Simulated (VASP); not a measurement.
Set up this calculation in VASP 6.6.1, as the native input.

- Task: single point
- Functional: PBEsol
- Potentials or basis: VASP PAW PBE potentials, release 64 (Sn_d, Se)
- Cutoff: 520 eV
- k mesh: 6 × 6 × 6
- Occupations: fermi-dirac, width 0.05 eV
- Spin: non-collinear spin, zero start, spin-orbit coupling
- Starting moments: [[0.0, 0.0, 0.0], [0.0, 0.0, 0.0], [0.0, 0.0, 0.0], [0.0, 0.0, 0.0]] μB
- Dipole correction: no
- Further INCAR settings: ALGO = Normal; EDIFF = 1e-06; NBANDS = 62

The structure of Sn3Se lies in POSCAR:

```
Sn3Se
1.0
    4.7418790000      0.0000000000      0.0000000000
    0.0000000000      4.7418790000      0.0000000000
    0.0000000000      0.0000000000      4.7418790000
Sn Se
3 1
Direct
    0.5000000000      0.5000000000      0.0000000000
    0.5000000000      0.0000000000      0.5000000000
    0.0000000000      0.5000000000      0.5000000000
    0.0000000000      0.0000000000      0.0000000000
```

These files were run (other wordings do the same):

INCAR

```
ALGO     = Normal         # electronic algorithm
EDIFF    = 1E-6           # SCF threshold, eV
ENCUT    = 520            # plane-wave cutoff, eV
GGA      = PS             # functional
GGA_COMPAT= False        
ISIF     = 2              # what is computed and relaxed
ISMEAR   = -1             # smearing method
LASPH    = True           # aspherical terms in the spheres
LCHARG   = True           # write CHGCAR
LORBIT   = 11             # projections on sites
LORBMOM  = True         
LREAL    = False          # projectors in reciprocal space
LSORBIT  = True           # spin-orbit coupling
LVHAR    = True         
LWAVE    = False          # write WAVECAR
MAGMOM   = 0 0 0 0 0 0 0 0 0 0 0 0 # initial moments
NBANDS   = 62             # bands
NELM     = 150            # most SCF steps
PREC     = Accurate       # precision mode
SIGMA    = 0.05           # smearing width, eV
```

KPOINTS

```
k-points
0
Gamma
  6 6 6
```

Potentials or basis: VASP PAW PBE potentials, release 64 (Sn_d, Se).

Launch:

```bash
$ cat potpaw_PBE.64/Sn_d/POTCAR potpaw_PBE.64/Se/POTCAR > POTCAR
$ mpirun -np 1 vasp_ncl > vasp.out
```

Results of the run:

The pressure is -2.6 GPa and the net moment is 0.00 μB per cell. The valence electrons inside the program's atomic spheres are Sn 12.10; Se 3.70.

Caveat: the PAW data sets were made with another functional, which shifts forces and pressure a little.

Run time: 3.1 min on 1 thread of Intel(R) Xeon(R) Platinum 8259CL CPU @ 2.50GHz (Skylake/Cascade Lake) (shared host), peak memory 0.47 GiB.
